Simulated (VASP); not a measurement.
Crystal: W2N.

```
CELL_PARAMETERS angstrom
2.83521 0.00000 0.00000
-1.41760 2.45536 0.00000
0.00000 0.00000 17.65666
ATOMIC_POSITIONS crystal
W 0.00000 0.00000 0.07569
W 0.00000 0.00000 0.92431
W 0.33333 0.66667 0.26203
W 0.66667 0.33333 0.73797
W 0.33333 0.66667 0.41720
W 0.66667 0.33333 0.58280
N 0.00000 0.00000 0.50000
N 0.33333 0.66667 0.15033
N 0.66667 0.33333 0.84967
```

```yaml
Program: VASP 6.6.1
Task: relaxation of cell and atoms
Functional: PBEsol
Potentials_or_basis: VASP PAW PBE potentials, release 64 (W_sv, N)
Cutoff: 600 eV
k_mesh: 9 × 9 × 1
Occupations: gaussian, width 0.1 eV
Spin: no spin polarisation
```

At the start: pressure -9.1 GPa; volume 13.66 Å³/atom.

**Question.** How do energy, volume and symmetry change on relaxing?

**Answer.** Over 9 steps the energy falls by 13.7 meV/atom and the volume is 13.20 Å³/atom (-3.3 %); space group P-3m1 (No. 164, to 0.1 Å) before and after.

Step by step:
| step | energy change (eV) | largest force (eV/Å) | pressure (GPa) | volume (Å³) |
| --- | --- | --- | --- | --- |
| 1 | 0.0000 | 0.2027 | -9.07 | 122.92 |
| 2 | 0.7246 | 1.4365 | 30.27 | 109.67 |
| 3 | -0.1116 | 0.3200 | -0.31 | 119.23 |
| 4 | -0.1117 | 0.3266 | -0.03 | 119.11 |
| 5 | -0.1204 | 0.1683 | 0.04 | 118.74 |
| 6 | -0.1210 | 0.1012 | 0.03 | 118.81 |
| 7 | -0.1221 | 0.0566 | 0.00 | 118.82 |
| 8 | -0.1223 | 0.0831 | -0.01 | 118.82 |
| 9 | -0.1229 | 0.0360 | 0.00 | 118.80 |

Final structure:
```
W N
1.0
     2.79991    0.00000    0.00000
    -1.39996    2.42479    0.00000
     0.00000    0.00000   17.49870
W N
6 3
Direct
  0.00000 0.00000 0.07588
  0.00000 0.00000 0.92412
  0.33333 0.66667 0.26308
  0.66667 0.33333 0.73692
  0.33333 0.66667 0.41655
  0.66667 0.33333 0.58345
  0.00000 0.00000 0.50000
  0.33333 0.66667 0.15096
  0.66667 0.33333 0.84904
```

Caveat: the PAW data sets were made with another functional, which shifts forces and pressure a little; the relaxation stopped at a loose force limit of 0.05 eV/Å, so its end isn't a converged minimum.
